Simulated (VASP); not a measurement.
# Sn (I4_1/amd) in VASP: further runs, part 3 of 3

VASP 6.6.1. The steps go on from the part before.

**6. Single point, PBEsol**

This run uses another cell than the first one, of 26.88 Å³/atom.

File INCAR:

```
SYSTEM = Sn
  PREC = Accurate
  ENCUT = 520
  EDIFF = 1E-6
  ISMEAR = 0
  SIGMA = 0.1
  LREAL = .False.
  LASPH = .True.
  NELM = 100
  ALGO = Fast
  ISIF = 2
  LWAVE = .False.
  LCHARG = .True.
  GGA = PS
  LELF = .True.
  LVHAR = .True.
  NBANDS = 21
```

File KPOINTS:

```
regular mesh
0
Gamma
  14 14 14
  0 0 0
```

File POSCAR:

```
Sn
1.0
   -2.9099000276      2.9099000276      1.5869856506
    2.9099000276     -2.9099000276      1.5869856506
    2.9099000276      2.9099000276     -1.5869856506
Sn
2
Direct
    0.7500000000      0.2500000000      0.5000000000
    0.0000000000      0.0000000000      0.0000000000
```

Potentials or basis: VASP PAW PBE potentials, release 64 (Sn_d).

Run with:

```sh
$ cat potpaw_PBE.64/Sn_d/POTCAR > POTCAR
$ mpirun -np 1 vasp_std > vasp.out
```

OUTCAR:

```text
SYSTEM = Sn
   PREC = Accurate
   ENCUT = 520
   EDIFF = 1E-6
   ISMEAR = 0
   LREAL = .False.
   LASPH = .True.
   NELM = 100
   ISIF = 2
   GGA = PS

 ion  position               nearest neighbor table
   1  0.750  0.250  0.500-   2 3.02   2 3.02   2 3.02   2 3.02
   2  0.000  0.000  0.000-   1 3.02   1 3.02   1 3.02   1 3.02

  LATTYP: Found a body centered tetragonal cell.
 ALAT       =     5.8198000552
 C/A-ratio  =     0.5453746299

  Lattice vectors:

 A1 = (  -2.9099000276,   2.9099000276,   1.5869856506)
 A2 = (   2.9099000276,  -2.9099000276,   1.5869856506)
 A3 = (   2.9099000276,   2.9099000276,  -1.5869856506)

Analysis of symmetry for initial positions (statically):
=====================================================================
 Subroutine PRICEL returns:
 Original cell was already a primitive cell.

 Routine SETGRP: Setting up the symmetry group for a
 body centered tetragonal supercell.

 Subroutine GETGRP returns: Found 16 space group operations
 (whereof  8 operations were pure point group operations)
 out of a pool of 16 trial point group operations.

The static configuration has the point symmetry D_2d.
 The point group associated with its full space group is D_4h.

Analysis of symmetry for dynamics (positions and initial velocities):
=====================================================================
 Subroutine PRICEL returns:
 Original cell was already a primitive cell.

 Routine SETGRP: Setting up the symmetry group for a
 body centered tetragonal supercell.

 Subroutine GETGRP returns: Found 16 space group operations
 (whereof  8 operations were pure point group operations)
 out of a pool of 16 trial point group operations.

The dynamic configuration has the point symmetry D_2d.
 The point group associated with its full space group is D_4h.

 Subroutine INISYM returns: Found 16 space group operations
 (whereof  8 operations are pure point group operations),
 and found     1 'primitive' translations

----------------------------------------------------------------------------------------

                                     Primitive cell

  volume of cell :      53.7513

  direct lattice vectors                    reciprocal lattice vectors
    -2.909900028  2.909900028  1.586985651     0.000000000  0.171827209  0.315062710
     2.909900028 -2.909900028  1.586985651     0.171827209  0.000000000  0.315062710
     2.909900028  2.909900028 -1.586985651     0.171827209  0.171827209  0.000000000

  length of vectors
     4.410618981  4.410618981  4.410618981     0.358871984  0.358871984  0.243000369

  position of ions in fractional coordinates (direct lattice)
     0.750000000  0.250000000  0.500000000
     0.000000000  0.000000000  0.000000000

  ion indices of the primitive-cell ions
   primitive index   ion index
                 1           1
                 2           2

----------------------------------------------------------------------------------------

 KPOINTS: regular mesh

Automatic generation of k-mesh.
 Grid dimensions read from file:
 generate k-points for:   14   14   14

 Generating k-lattice:

  Cartesian coordinates                     Fractional coordinates (reciprocal lattice)
     0.000000000  0.012273372  0.022504479     0.071428571 -0.000000000  0.000000000
     0.012273372  0.000000000  0.022504479    -0.000000000  0.071428571  0.000000000
     0.012273372  0.012273372  0.000000000     0.000000000  0.000000000  0.071428571

  Length of vectors
     0.025633713  0.025633713  0.017357169

  Shift w.r.t. Gamma in fractional coordinates (k-lattice)
     0.000000000  0.000000000  0.000000000

 Subroutine IBZKPT returns following result:
 ===========================================

 Found    244 irreducible k-points:

 Following reciprocal coordinates:
            Coordinates               Weight
  0.000000  0.000000  0.000000      1.000000
  0.071429  0.000000  0.000000      8.000000
  0.142857 -0.000000  0.000000      8.000000
  0.214286  0.000000  0.000000      8.000000
  0.285714  0.000000  0.000000      8.000000
  0.357143 -0.000000  0.000000      8.000000
[... 16 lines left out ...]
  0.214286  0.142857  0.000000     16.000000
  0.285714  0.142857  0.000000     16.000000
 [... further k-points ...]
   k-points           NKPTS =    244   k-points in BZ     NKDIM =    244   number of bands    NBANDS=     21
   number of dos      NEDOS =    301   number of ions     NIONS =      2
   total plane-waves  NPLWV =  46656
   dimension x,y,z NGX =    36 NGY =   36 NGZ =   36
   dimension x,y,z NGXF=    72 NGYF=   72 NGZF=   72
   ions per type =               2
   NGX,Y,Z   is equivalent  to a cutoff of  13.57, 13.57, 13.57 a.u.
   NGXF,Y,Z  is equivalent  to a cutoff of  27.14, 27.14, 27.14 a.u.
 SYSTEM =  Sn
   PREC   = accura    normal or accurate (medium, high low for compatibility)
   ISTART =      0    job   : 0-new  1-cont  2-samecut
   ICHARG =      2    charge: 1-file 2-atom 10-const
   ISPIN  =      1    spin polarized calculation?
   LNONCOLLINEAR =      F non collinear calculations
   LSORBIT =      F    spin-orbit coupling
   LASPH  =      T    aspherical Exc in radial PAW
   ENCUT  =  520.0 eV  38.22 Ry    6.18 a.u.   8.20  8.20  8.20*2*pi/ulx,y,z
   NELM   =    100;   NELMIN=  2; NELMDL= -5     # of ELM steps
   EDIFF  = 0.1E-05   stopping-criterion for ELM
   LREAL  =      F    real-space projection
   EDIFFG = 0.1E-04   stopping-criterion for IOM
   NSW    =      0    number of steps for IOM
   IBRION =     -1    ionic relax: 0-MD 1-quasi-New 2-CG
   NFREE  =      0    steps in history (QN), initial steepest desc. (CG)
   ISIF   =      2    stress and relaxation
   ISYM   =      2    0-nonsym 1-usesym 2-fastsym
   POTIM  = 0.5000    time-step for ionic-motion
   TEBEG  =    0.0;   TEEND  =   0.0 temperature during run
   PSTRESS=    0.0 pullay stress
   NELECT =      28.0000    total number of electrons
   NUPDOWN=      -1.0000    fix difference up-down
   EMIN   =  10.00;   EMAX   =-10.00  energy-range for DOS
   EFERMI =   0.00;   METHOD = LEGACY
   ISMEAR =     0;   SIGMA  =   0.10  broadening in eV -4-tet -1-fermi 0-gaus
   EFERMI_NEDOS =   21; number of points for ismear=-14 and -15
   IALGO  =     68    algorithm
   IMIX   =      4    mixing-type and parameters
     AMIX     =   0.40;   BMIX     =  1.00
     AMIX_MAG =   1.60;   BMIX_MAG =  1.00
  volume/ion in A,a.u.               =      26.88       181.37
  Fermi-wavevector in a.u.,A,eV,Ry     =   1.317239  2.489220 23.607709  1.735118
  Thomas-Fermi vector in A             =   2.447294
   LORBIT       =      0    0 simple, 1 ext, 2 COOP (PROOUT), +10 PAW based schemes
   GGA     = PS    functional components
   LHFCALC =     F    Hartree Fock is set to
   AEXX    =    0.0000 exact exchange contribution
   IVDW    =     0    specifies the selected vdW correction
   LEPSILON=     F    determine dielectric tensor
   LRPA    =     F    only Hartree local field effects (RPA)
 non-spin polarized calculation
 RMM-DIIS sequential band-by-band and
 Gauss-broadening in eV      SIGMA  =   0.10
  energy-cutoff  :      520.00
  volume of cell :       53.75
 maximum number of plane-waves:      1476
 NGX is ok and might be reduce to    36
   NGX = 17   NGY = 17   NGZ = 17

 number of electron      28.0000006 magnetization

 Free energy of the ion-electron system (eV)
  ---------------------------------------------------
  ext. energy  EPLUGINS =         0.00000000
  ---------------------------------------------------
  free energy    TOTEN  =        -8.51816329 eV

  energy without entropy =       -8.51227599  energy(sigma->0) =       -8.51521964

 E-fermi :   7.9182     XC(G=0): -10.4973

 val. band max:        7.9138919250   @ k =  -0.2857   0.2857   0.2143
 cond. band min:       7.9275447059   @ k =   0.2143   0.0714   0.0714
 fundamental gap:      0.0136527808
 Fermi energy:         7.9182395368

 k-point     1 :       0.0000    0.0000    0.0000
  band No.  band energies     occupation
      1     -13.6330      2.00000
      2     -13.5406      2.00000
      3     -13.5026      2.00000
      4     -13.4844      2.00000
      5     -13.3307      2.00000
      6     -13.3307      2.00000
[... 13 lines left out ...]
     20      17.8631      0.00000
     21      18.5223      0.00000

 k-point     2 :       0.0714    0.0000    0.0000
  band No.  band energies     occupation
      1     -13.6296      2.00000
      2     -13.5300      2.00000
      3     -13.4987      2.00000
      4     -13.4719      2.00000
      5     -13.3387      2.00000
      6     -13.3376      2.00000
[... 520 lines left out ...]
 k-point    24 :       0.2857    0.1429    0.0000
  band No.  band energies     occupation
      1     -13.5740      2.00000
      2     -13.4645      2.00000
      3     -13.4344      2.00000
      4     -13.4252      2.00000
      5     -13.3904      2.00000
      6     -13.3858      2.00000
[... 13 lines left out ...]
     20      15.5182      0.00000
     21      16.9748      0.00000

 [... further k-points ...]
[... 5 lines left out ...]
  --------------------------------------------------------------------------------------
  -------------------------------------------------------------------------------------
  Total       -0.0175926     -0.0175926     -0.0056491      0.0000000      0.0000000      0.0000000
  in kB       -0.5243859     -0.5243859     -0.1683828      0.0000000      0.0000000      0.0000000
  external PRESSURE =      -0.4057182 kB  Pullay stress =       0.0000000 kB

 VOLUME and BASIS-vectors are now :
 -----------------------------------------------------------------------------
  energy-cutoff  :      520.00
  volume of cell :       53.75
      direct lattice vectors                 reciprocal lattice vectors
    -2.909900028  2.909900028  1.586985651     0.000000000  0.171827209  0.315062710
     2.909900028 -2.909900028  1.586985651     0.171827209  0.000000000  0.315062710
     2.909900028  2.909900028 -1.586985651     0.171827209  0.171827209  0.000000000

 POSITION                                       TOTAL-FORCE (eV/Angst)
 -----------------------------------------------------------------------------------
     -0.00000      2.90990      0.79349         0.000000     -0.000000     -0.000000
      0.00000      0.00000      0.00000        -0.000000      0.000000      0.000000
 -----------------------------------------------------------------------------------
    total drift:                               -0.000000      0.000000     -0.000000

  FREE ENERGIE OF THE ION-ELECTRON SYSTEM (eV)
  ---------------------------------------------------
  free  energy   TOTEN  =        -8.5181632866 eV

  energy  without entropy=       -8.5122759869  energy(sigma->0) =       -8.51521964
```

Wall time 3 min (1 thread of Intel Xeon 6975P-C (Granite Rapids), shared host); peak memory 0.36 GiB.

Results:

| Item | Value |
| --- | --- |
| Free energy | -8.5182 eV |
| Pressure | 0.0 GPa |
| Band gap on the k mesh | zero (bands 14 and 15 overlap by 4.09 eV) |

Caveat: the PAW data sets were made with another functional, which shifts forces and pressure a little; spin-orbit coupling is left out, which moves the levels of the heavy elements.

**7. The runs side by side**

```csv
cell,gap on the mesh (eV),pressure (GPa)
"a = 4.229 Å, angles 97.4, 97.4, 137.9°, 2 atoms",none,9.8
"a = 4.277 Å, angles 97.4, 97.4, 137.9°, 2 atoms",none,6.7
"a = 4.321 Å, angles 97.4, 97.4, 137.8°, 2 atoms",none,4.0
"a = 4.366 Å, angles 97.4, 97.4, 137.8°, 2 atoms",none,1.8
"a = 4.411 Å, angles 97.4, 97.4, 137.8°, 2 atoms",none,0.0
```

Alike in all rows: task single point; level PBEsol; potentials or basis VASP PAW PBE potentials, release 64 (Sn_d); no spin polarisation; k mesh 14 × 14 × 14; cutoff (eV) 520; smearing gaussian 0.1 eV.

Caveats: the PAW data sets were made with another functional, which shifts forces and pressure a little; spin-orbit coupling is left out, which moves the levels of the heavy elements; the cell stands under pressure (at least some runs).

Absolute energies hang on the potentials; compare differences alone.
